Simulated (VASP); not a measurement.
# Dy3Be2Se (P6/mmm) in VASP: single point with PBE

Aim: the single point of Dy3Be2Se with PBE.

All numbers are computed with VASP 6.6.1; they aren't measurements. Logs are shortened: lines on timing, memory, paths and dates and some standing lists are left out, and cuts for length are marked.

### 1 The cell of the first run

Symmetry: P6/mmm, No. 191, hexagonal system. Conventional cell: a = 5.053 Å, b = 5.053 Å, c = 5.658 Å, α = 90.00°, β = 90.00°, γ = 120.00°. Dy (site symmetry -6m2) has 2 Be at 2.83 Å and 3 Dy at 2.92 Å and 3 Se at 2.92 Å within 3.7 Å. Dy (site symmetry 6/mmm) has 2 Se at 2.83 Å and 6 Be at 2.92 Å within 3.7 Å. Within 3.7 Å of Be (site symmetry -6m2) lie 5 Dy at 2.83 to 2.92 Å and 3 Be at 2.92 Å. Se (site symmetry 6/mmm) has 8 Dy at 2.83 to 2.92 Å within 3.7 Å.

### 2 Single point, PBE

POSCAR

```
Dy3Be2Se
1.0
    5.0528905665      0.0000000000      0.0000000000
   -2.5264452832      4.3759315931      0.0000000000
    0.0000000000      0.0000000000      5.6582066773
Dy Be Se
3 2 1
Direct
    0.3333333333      0.6666666667      0.5000000000
    0.6666666667      0.3333333333      0.5000000000
    0.0000000000      0.0000000000      0.0000000000
    0.3333333333      0.6666666667      0.0000000000
    0.6666666667      0.3333333333      0.0000000000
    0.0000000000      0.0000000000      0.5000000000
```

INCAR.step1

```
ALGO = Normal
EDIFF = 1E-6
ENCUT = 520
GGA = PE
GGA_COMPAT = False
ISIF = 2
ISMEAR = 0
LASPH = True
LCHARG = True
LMAXMIX = 6
LORBIT = 11
LREAL = False
LWAVE = False
NBANDS = 28
NEDOS = 2001
NELM = 200
PREC = Accurate
SIGMA = 0.1
```

KPOINTS.step1

```
k-points
0
Gamma
  12 12 8
```

INCAR.step2

```
ALGO = Normal
EDIFF = 1E-6
ENCUT = 520
GGA = PE
GGA_COMPAT = False
ICHARG = 11
ISIF = 2
ISMEAR = -5
LASPH = True
LCHARG = False
LMAXMIX = 6
LORBIT = 10
LREAL = False
LWAVE = False
NEDOS = 1001
NELM = 200
PREC = Accurate
SIGMA = 0.1
```

KPOINTS.step2

```
k-points
0
Gamma
  18 18 12
```

Potentials or basis: VASP PAW PBE potentials, release 64 (Dy_3, Be, Se), 4f in core.

Started as:

```
$ cat potpaw_PBE.64/Dy_3/POTCAR potpaw_PBE.64/Be/POTCAR potpaw_PBE.64/Se/POTCAR > POTCAR
$ cp INCAR.step1 INCAR
$ cp KPOINTS.step1 KPOINTS
$ mpirun -np 1 vasp_std > vasp.out
$ cp INCAR.step2 INCAR
$ cp KPOINTS.step2 KPOINTS
$ mpirun -np 1 vasp_std > vasp.out
```

OUTCAR:

```text
EDIFF = 1E-6
   ENCUT = 520
   GGA = PE
   ICHARG = 11
   ISIF = 2
   ISMEAR = -5
   LASPH = True
   LORBIT = 10
   LREAL = False
   NELM = 200
   PREC = Accurate

 ion  position               nearest neighbor table
   1  0.333  0.667  0.500-   4 2.83   4 2.83   2 2.92   6 2.92   2 2.92   6 2.92   6 2.92   2 2.92

   2  0.667  0.333  0.500-   5 2.83   5 2.83   1 2.92   6 2.92   1 2.92   6 2.92   6 2.92   1 2.92

   3  0.000  0.000  0.000-   6 2.83   6 2.83   4 2.92   5 2.92   4 2.92   5 2.92   5 2.92   4 2.92

   4  0.333  0.667  0.000-   1 2.83   1 2.83   3 2.92   3 2.92   3 2.92
   5  0.667  0.333  0.000-   2 2.83   2 2.83   3 2.92   3 2.92   3 2.92
   6  0.000  0.000  0.500-   3 2.83   3 2.83   1 2.92   2 2.92   1 2.92   2 2.92   2 2.92   1 2.92

  LATTYP: Found a hexagonal cell.
 ALAT       =     5.0528905665
 C/A-ratio  =     1.1197960064

  Lattice vectors:

 A1 = (   5.0528905665,   0.0000000000,   0.0000000000)
 A2 = (  -2.5264452832,   4.3759315931,   0.0000000000)
 A3 = (   0.0000000000,   0.0000000000,   5.6582066773)

Analysis of symmetry for initial positions (statically):
=====================================================================
 Subroutine PRICEL returns:
 Original cell was already a primitive cell.

 Routine SETGRP: Setting up the symmetry group for a
 hexagonal supercell.

 Subroutine GETGRP returns: Found 24 space group operations
 (whereof 24 operations were pure point group operations)
 out of a pool of 24 trial point group operations.

The static configuration has the point symmetry D_6h.

Analysis of symmetry for dynamics (positions and initial velocities):
=====================================================================
 Subroutine PRICEL returns:
 Original cell was already a primitive cell.

 Routine SETGRP: Setting up the symmetry group for a
 hexagonal supercell.

 Subroutine GETGRP returns: Found 24 space group operations
 (whereof 24 operations were pure point group operations)
 out of a pool of 24 trial point group operations.

The dynamic configuration has the point symmetry D_6h.

 Subroutine INISYM returns: Found 24 space group operations
 (whereof 24 operations are pure point group operations),
 and found     1 'primitive' translations

[... 106 lines left out ...]
   EDIFFG = 0.1E-04   stopping-criterion for IOM
   NSW    =      0    number of steps for IOM
   IBRION =     -1    ionic relax: 0-MD 1-quasi-New 2-CG
   NFREE  =      0    steps in history (QN), initial steepest desc. (CG)
   ISIF   =      2    stress and relaxation
   ISYM   =      2    0-nonsym 1-usesym 2-fastsym
   POTIM  = 0.5000    time-step for ionic-motion
   TEBEG  =    0.0;   TEEND  =   0.0 temperature during run
   PSTRESS=    0.0 pullay stress
   NELECT =      37.0000    total number of electrons
   NUPDOWN=      -1.0000    fix difference up-down
   EMIN   =  10.00;   EMAX   =-10.00  energy-range for DOS
   EFERMI =   0.00;   METHOD = LEGACY
   ISMEAR =    -5;   SIGMA  =   0.10  broadening in eV -4-tet -1-fermi 0-gaus
   EFERMI_NEDOS =   21; number of points for ismear=-14 and -15
   IALGO  =     38    algorithm
   IMIX   =      4    mixing-type and parameters
     AMIX     =   0.40;   BMIX     =  1.00
     AMIX_MAG =   1.60;   BMIX_MAG =  1.00
  volume/ion in A,a.u.               =      20.85       140.71
  Fermi-wavevector in a.u.,A,eV,Ry     =   1.090718  2.061157 16.186374  1.189665
  Thomas-Fermi vector in A             =   2.226948
   LORBIT       =     10    0 simple, 1 ext, 2 COOP (PROOUT), +10 PAW based schemes
   GGA     = PE    functional components
   LHFCALC =     F    Hartree Fock is set to
   AEXX    =    0.0000 exact exchange contribution
   IVDW    =     0    specifies the selected vdW correction
   LEPSILON=     F    determine dielectric tensor
   LRPA    =     F    only Hartree local field effects (RPA)
 non-spin polarized calculation
 Fermi weights with tetrahedron method with Bloechl corrections
  energy-cutoff  :      520.00
  volume of cell :      125.11
 maximum number of plane-waves:      3408
 NGX is ok and might be reduce to    40

 number of electron      37.0000002 magnetization

 Free energy of the ion-electron system (eV)
  ---------------------------------------------------
  ext. energy  EPLUGINS =         0.00000000
  ---------------------------------------------------
  free energy    TOTEN  =       -25.13975769 eV

  energy without entropy =      -25.13975769  energy(sigma->0) =      -25.13975769

 E-fermi :   4.6088     XC(G=0): -10.2435

 val. band max:        4.6180447542   @ k =   0.4444   0.0000   0.2500
 cond. band min:       4.5603767977   @ k =   0.0556   0.0000   0.0000
 fundamental gap:     -0.0576679565
 Fermi energy:         4.6088118884

 k-point     1 :       0.0000    0.0000    0.0000
  band No.  band energies     occupation
      1     -19.7585      2.00000
      2     -19.7585      2.00000
      3     -19.1232      2.00000
      4     -18.9958      2.00000
      5     -18.9958      2.00000
      6     -18.8783      2.00000
[... 589 lines left out ...]
     21       5.4694      0.00000
     22       5.5099      0.00000

 [... further k-points ...]
[... 5 lines left out ...]
  --------------------------------------------------------------------------------------
  -------------------------------------------------------------------------------------
  Total        0.2970262      0.2970262      0.0742797      0.0000000      0.0000000     -0.0000000
  in kB        3.8037858      3.8037858      0.9512433      0.0000000      0.0000000     -0.0000000
  external PRESSURE =       2.8529383 kB  Pullay stress =       0.0000000 kB

 VOLUME and BASIS-vectors are now :
 -----------------------------------------------------------------------------
  energy-cutoff  :      520.00
  volume of cell :      125.11
      direct lattice vectors                 reciprocal lattice vectors
     5.052890567  0.000000000  0.000000000     0.197906522  0.114261384  0.000000000
    -2.526445283  4.375931593  0.000000000     0.000000000  0.228522768  0.000000000
     0.000000000  0.000000000  5.658206677     0.000000000  0.000000000  0.176734442

 POSITION                                       TOTAL-FORCE (eV/Angst)
 -----------------------------------------------------------------------------------
     -0.00000      2.91729      2.82910        -0.000000     -0.000000      0.000000
      2.52645      1.45864      2.82910         0.000000     -0.000000      0.000000
      0.00000      0.00000      0.00000         0.000000     -0.000000      0.000000
     -0.00000      2.91729      0.00000         0.000000     -0.000000      0.000000
      2.52645      1.45864      0.00000         0.000000      0.000000     -0.000000
      0.00000      0.00000      2.82910         0.000000     -0.000000      0.000000
 -----------------------------------------------------------------------------------
    total drift:                                0.000000     -0.000000     -0.000000

  FREE ENERGIE OF THE ION-ELECTRON SYSTEM (eV)
  ---------------------------------------------------
  free  energy   TOTEN  =       -25.1397576896 eV

  energy  without entropy=      -25.1397576896  energy(sigma->0) =      -25.13975769

 total charge

# of ion       s       p       d       tot
------------------------------------------
    1        0.369   6.473   1.526   8.368
    2        0.369   6.473   1.526   8.368
    3        0.287   6.481   1.213   7.981
    4        0.415   0.432   0.000   0.847
    5        0.415   0.432   0.000   0.847
    6        1.436   2.426   0.076   3.939
--------------------------------------------------
tot          3.292  22.717   4.343  30.351
```

OUTCAR.step1:

```text
EDIFF = 1E-6
   ENCUT = 520
   GGA = PE
   ISIF = 2
   ISMEAR = 0
   LASPH = True
[... 991 lines left out ...]

  FREE ENERGIE OF THE ION-ELECTRON SYSTEM (eV)
  ---------------------------------------------------
  free  energy   TOTEN  =       -25.1449719890 eV

  energy  without entropy=      -25.1296184581  energy(sigma->0) =      -25.13729522

 total charge

# of ion       s       p       d       tot
------------------------------------------
    1        0.369   6.473   1.528   8.370
    2        0.369   6.473   1.528   8.370
    3        0.287   6.481   1.213   7.981
    4        0.415   0.432   0.000   0.846
    5        0.415   0.432   0.000   0.846
    6        1.437   2.426   0.076   3.939
--------------------------------------------------
tot          3.291  22.717   4.345  30.353
```

It took 6.4 min on 1 thread of Intel Xeon 6975P-C (Granite Rapids), shared host; peak memory 0.79 GiB.

Results:

| Item | Value |
| --- | --- |
| Valence electrons inside the program's atomic spheres | Dy 8.37, 7.98 (each value once); Be 0.85; Se 3.94 |

Caveat: spin-orbit coupling is left out, which moves the levels of the heavy elements; the 4f electrons are frozen in the core, so they carry no moment and show no levels; the run has no spin polarisation, though such a crystal can be magnetic; tetrahedron occupations give inexact forces and stress in metals. Spin polarisation is off, so any magnetic state and its effect on volume and gap are missing.
